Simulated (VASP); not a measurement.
# Pt (P6_3/mmc) in VASP: notebook

Pt is run at these levels: PBEsol; tasks: single point.

Program: VASP 6.6.1. These are calculated values, not measurements. Logs are shortened: lines on timing, memory, paths and dates and some standing lists are left out, and cuts for length are marked.

## 1. The cell of the first run

It takes space group P6_3/mmc (No. 194, hexagonal). The conventional cell has a = 2.789 Å, b = 2.789 Å, c = 4.785 Å, α = 90.00°, β = 90.00°, γ = 120.00°. Pt (site symmetry -6m2) has 12 Pt at 2.79 to 2.88 Å within 3.7 Å.

This isn't the form of Pt at room conditions, which is fcc.

## 2. Single point, PBEsol

File INCAR:

```
SYSTEM = Pt
ALGO = Fast
EDIFF = 1E-7
ENCUT = 520
GGA = PS
ISIF = 2
ISMEAR = 0
LASPH = .TRUE.
LCHARG = .FALSE.
LREAL = .FALSE.
LWAVE = .FALSE.
NBANDS = 17
NELM = 80
PREC = Accurate
SIGMA = 0.15
```

File KPOINTS:

```
k-points
0
G
  18 18 10
  0 0 0
```

File POSCAR:

```
Pt
1.0
    2.7888000000      0.0000000000      0.0000000000
   -1.3944000000      2.4151716461      0.0000000000
    0.0000000000      0.0000000000      4.7854000000
Pt
2
Direct
    0.6666666667      0.3333333333      0.7500000000
    0.3333333333      0.6666666667      0.2500000000
```

Potentials or basis: VASP PAW PBE potentials, release 64 (Pt).

On the command line:

```bash
cat potpaw_PBE.64/Pt/POTCAR > POTCAR
mpirun -np 1 vasp_std > vasp.out
```

OUTCAR:

```text
SYSTEM = Pt
   EDIFF = 1E-7
   ENCUT = 520
   GGA = PS
   ISIF = 2
   ISMEAR = 0
   LASPH = .TRUE.
   LREAL = .FALSE.
   NELM = 80
   PREC = Accurate

 ion  position               nearest neighbor table
   1  0.667  0.333  0.750-   2 2.88   2 2.88   2 2.88   2 2.88   2 2.88   2 2.88
   2  0.333  0.667  0.250-   1 2.88   1 2.88   1 2.88   1 2.88   1 2.88   1 2.88

  LATTYP: Found a hexagonal cell.
 ALAT       =     2.7888000000
 C/A-ratio  =     1.7159351692

  Lattice vectors:

 A1 = (   2.7888000000,   0.0000000000,   0.0000000000)
 A2 = (  -1.3944000000,   2.4151716461,   0.0000000000)
 A3 = (   0.0000000000,   0.0000000000,   4.7854000000)

Analysis of symmetry for initial positions (statically):
=====================================================================
 Subroutine PRICEL returns:
 Original cell was already a primitive cell.

 Routine SETGRP: Setting up the symmetry group for a
 hexagonal supercell.

 Subroutine GETGRP returns: Found 24 space group operations
 (whereof 12 operations were pure point group operations)
 out of a pool of 24 trial point group operations.

The static configuration has the point symmetry D_3d.
 The point group associated with its full space group is D_6h.

Analysis of symmetry for dynamics (positions and initial velocities):
=====================================================================
 Subroutine PRICEL returns:
 Original cell was already a primitive cell.

 Routine SETGRP: Setting up the symmetry group for a
 hexagonal supercell.

 Subroutine GETGRP returns: Found 24 space group operations
 (whereof 12 operations were pure point group operations)
 out of a pool of 24 trial point group operations.

The dynamic configuration has the point symmetry D_3d.
 The point group associated with its full space group is D_6h.

 Subroutine INISYM returns: Found 24 space group operations
 (whereof 12 operations are pure point group operations),
 and found     1 'primitive' translations

----------------------------------------------------------------------------------------

                                     Primitive cell

  volume of cell :      32.2317

  direct lattice vectors                    reciprocal lattice vectors
     2.788800000  0.000000000  0.000000000     0.358577166  0.207024623  0.000000000
    -1.394400000  2.415171646  0.000000000     0.000000000  0.414049246  0.000000000
     0.000000000  0.000000000  4.785400000     0.000000000  0.000000000  0.208968947

  length of vectors
     2.788800000  2.788800000  4.785400000     0.414049246  0.414049246  0.208968947

  position of ions in fractional coordinates (direct lattice)
[... 77 lines left out ...]
   ENCUT  =  520.0 eV  38.22 Ry    6.18 a.u.   5.19  5.19  8.90*2*pi/ulx,y,z
   NELM   =     80;   NELMIN=  2; NELMDL= -5     # of ELM steps
   EDIFF  = 0.1E-06   stopping-criterion for ELM
   LREAL  =      F    real-space projection
   EDIFFG = 0.1E-05   stopping-criterion for IOM
   NSW    =      0    number of steps for IOM
   IBRION =     -1    ionic relax: 0-MD 1-quasi-New 2-CG
   NFREE  =      0    steps in history (QN), initial steepest desc. (CG)
   ISIF   =      2    stress and relaxation
   ISYM   =      2    0-nonsym 1-usesym 2-fastsym
   POTIM  = 0.5000    time-step for ionic-motion
   TEBEG  =    0.0;   TEEND  =   0.0 temperature during run
   PSTRESS=    0.0 pullay stress
   NELECT =      20.0000    total number of electrons
   NUPDOWN=      -1.0000    fix difference up-down
   EMIN   =  10.00;   EMAX   =-10.00  energy-range for DOS
   EFERMI =   0.00;   METHOD = LEGACY
   ISMEAR =     0;   SIGMA  =   0.15  broadening in eV -4-tet -1-fermi 0-gaus
   EFERMI_NEDOS =   21; number of points for ismear=-14 and -15
   IALGO  =     68    algorithm
   IMIX   =      4    mixing-type and parameters
     AMIX     =   0.40;   BMIX     =  1.00
     AMIX_MAG =   1.60;   BMIX_MAG =  1.00
  volume/ion in A,a.u.               =      16.12       108.76
  Fermi-wavevector in a.u.,A,eV,Ry     =   1.396337  2.638695 26.528060  1.949757
  Thomas-Fermi vector in A             =   2.519701
   LORBIT       =      0    0 simple, 1 ext, 2 COOP (PROOUT), +10 PAW based schemes
   GGA     = PS    functional components
   LHFCALC =     F    Hartree Fock is set to
   AEXX    =    0.0000 exact exchange contribution
   IVDW    =     0    specifies the selected vdW correction
   LEPSILON=     F    determine dielectric tensor
   LRPA    =     F    only Hartree local field effects (RPA)
 non-spin polarized calculation
 RMM-DIIS sequential band-by-band and
 Gauss-broadening in eV      SIGMA  =   0.15
  energy-cutoff  :      520.00
  volume of cell :       32.23
 maximum number of plane-waves:       881
 NGX is ok and might be reduce to    24
   NGX = 11   NGY = 11   NGZ = 17

 number of electron      20.0000003 magnetization

 Free energy of the ion-electron system (eV)
  ---------------------------------------------------
  ext. energy  EPLUGINS =         0.00000000
  ---------------------------------------------------
  free energy    TOTEN  =       -13.71911601 eV

  energy without entropy =      -13.67260639  energy(sigma->0) =      -13.69586120

 E-fermi :   9.8425     XC(G=0): -13.2345

 val. band max:        9.8422945153   @ k =   0.3333   0.1667   0.0000
 cond. band min:       9.8441047936   @ k =   0.1667   0.1667   0.5000
 fundamental gap:      0.0018102783
 Fermi energy:         9.8424604138

 k-point     1 :       0.0000    0.0000    0.0000
  band No.  band energies     occupation
      1       0.2932      2.00000
      2       2.9879      2.00000
      3       6.0996      2.00000
      4       6.5333      2.00000
      5       6.5333      2.00000
      6       6.9037      2.00000
[... 457 lines left out ...]
      4       6.5268      2.00000
      5       6.6700      2.00000
      6       6.7692      2.00000
[... 9 lines left out ...]
     16      21.8358      0.00000
     17      23.6056      0.00000

 [... further k-points ...]
[... 5 lines left out ...]
  --------------------------------------------------------------------------------------
  -------------------------------------------------------------------------------------
  Total       -3.2282832     -3.2282832     -2.7921562      0.0000000      0.0000000      0.0000000
  in kB     -160.4717504   -160.4717504   -138.7927146      0.0000000      0.0000000      0.0000000
  external PRESSURE =    -153.2454051 kB  Pullay stress =       0.0000000 kB

 VOLUME and BASIS-vectors are now :
 -----------------------------------------------------------------------------
  energy-cutoff  :      520.00
  volume of cell :       32.23
      direct lattice vectors                 reciprocal lattice vectors
     2.788800000  0.000000000  0.000000000     0.358577166  0.207024623  0.000000000
    -1.394400000  2.415171646  0.000000000     0.000000000  0.414049246  0.000000000
     0.000000000  0.000000000  4.785400000     0.000000000  0.000000000  0.208968947

 POSITION                                       TOTAL-FORCE (eV/Angst)
 -----------------------------------------------------------------------------------
      1.39440      0.80506      3.58905        -0.000000      0.000000      0.000000
     -0.00000      1.61011      1.19635         0.000000     -0.000000      0.000000
 -----------------------------------------------------------------------------------
    total drift:                                0.000000     -0.000000      0.000000

  FREE ENERGIE OF THE ION-ELECTRON SYSTEM (eV)
  ---------------------------------------------------
  free  energy   TOTEN  =       -13.7191160070 eV

  energy  without entropy=      -13.6726063887  energy(sigma->0) =      -13.69586120
```

stdout:

```text
POSCAR found type information on POSCAR Pt
 POSCAR found :  1 types and       2 ions
 scaLAPACK will be used
 -----------------------------------------------------------------------------
|                                                                             |
|                                                                             |
|     You enforced a specific xc type in the INCAR file but a different       |
|     I HOPE YOU KNOW WHAT YOU ARE DOING!                                     |
|                                                                             |
 -----------------------------------------------------------------------------

 LDA part: xc-table for (Slater+PW92), standard interpolation
 POSCAR, INCAR and KPOINTS ok, starting setup
 FFT: planning ... GRIDC
 FFT: planning ... GRID_SOFT
 FFT: planning ... GRID
 WAVECAR not read
 entering main loop
```

It took 51 s on 1 thread of Intel Xeon 6975P-C (Granite Rapids), shared host; peak memory 0.23 GiB.

What came out:

```yaml
Free_energy: -13.7191 eV
Pressure: -15.3 GPa
Band_gap_on_the_k_mesh: zero (bands 10 and 11 overlap by 1.21 eV)
```

Levels at points of the mesh, in eV from the Fermi level:
| k point | band 7 | band 8 | band 9 | band 10 | band 11 | band 12 | band 13 | band 14 |
| --- | --- | --- | --- | --- | --- | --- | --- | --- |
| (0.00, 0.00, 0.00) | -2.94 | -1.81 | -1.81 | -0.62 | -0.22 | -0.22 | 4.66 | 15.06 |
| (0.50, 0.00, 0.00) | -2.57 | 0.04 | 0.23 | 0.43 | 2.18 | 3.59 | 7.14 | 8.76 |
| (0.00, 0.00, 0.50) | -3.31 | -3.31 | -0.78 | -0.78 | -0.78 | -0.78 | 11.97 | 11.97 |
| (0.50, 0.00, 0.50) | -0.83 | -0.83 | 0.35 | 0.35 | 1.66 | 1.66 | 6.22 | 6.22 |

Caveat: the cell stands under tension; the PAW data sets were made with another functional, which shifts forces and pressure a little; spin-orbit coupling is left out, which moves the levels of the heavy elements.

## 3. Single point, PBEsol

This run uses another cell than the first one, of 16.31 Å³/atom.

File INCAR:

```
PREC = Accurate
ENCUT = 520
EDIFF = 1E-6
ISMEAR = 0
SIGMA = 0.15
LREAL = False
LASPH = True
NELM = 100
ALGO = Fast
ISIF = 2
LWAVE = False
LCHARG = False
GGA = PS
NBANDS = 17
```

File KPOINTS:

```
Automatic mesh
0
Gamma
  18 18 10
```

File POSCAR:

```
Pt
1.0
    2.8524000000      0.0000000000      0.0000000000
   -1.4262000000      2.4702508617      0.0000000000
    0.0000000000      0.0000000000      4.6285000000
Pt
2
Direct
    0.6666666667      0.3333333333      0.7500000000
    0.3333333333      0.6666666667      0.2500000000
```

Potentials or basis: VASP PAW PBE potentials, release 64 (Pt).

On the command line:

```bash
cat potpaw_PBE.64/Pt/POTCAR > POTCAR
mpirun -np 1 vasp_std > vasp.out
```

Run time: 43 s. Hardware: 1 thread of Intel Xeon 6975P-C (Granite Rapids), shared host; peak memory 0.23 GiB.

It converged, with:

| Quantity | Value |
| --- | --- |
| Free energy | -13.6410 eV |
| Pressure | -17.5 GPa |
| Band gap on the k mesh | zero (bands 10 and 11 overlap by 1.10 eV) |

Stress tensor (GPa, compression positive):
```
-19.88   0.00   0.00
  0.00 -19.88   0.00
  0.00   0.00 -12.72
```

Levels at points of the mesh, in eV from the Fermi level:
```
           k point  band 7  band 8  band 9  band 10  band 11  band 12  band 13  band 14
(0.00, 0.00, 0.00)   -2.77   -2.16   -2.16    -0.26    -0.26    -0.17     5.26    14.77
(0.50, 0.00, 0.00)   -2.58   -0.02    0.18     0.26     2.02     3.29     7.34     9.08
(0.00, 0.00, 0.50)   -3.31   -3.31   -0.82    -0.82    -0.82    -0.82    13.03    13.03
(0.50, 0.00, 0.50)   -0.83   -0.83    0.15     0.15     1.64     1.64     5.94     5.94
```

Caveat: the cell stands under tension; the PAW data sets were made with another functional, which shifts forces and pressure a little; spin-orbit coupling is left out, which moves the levels of the heavy elements.
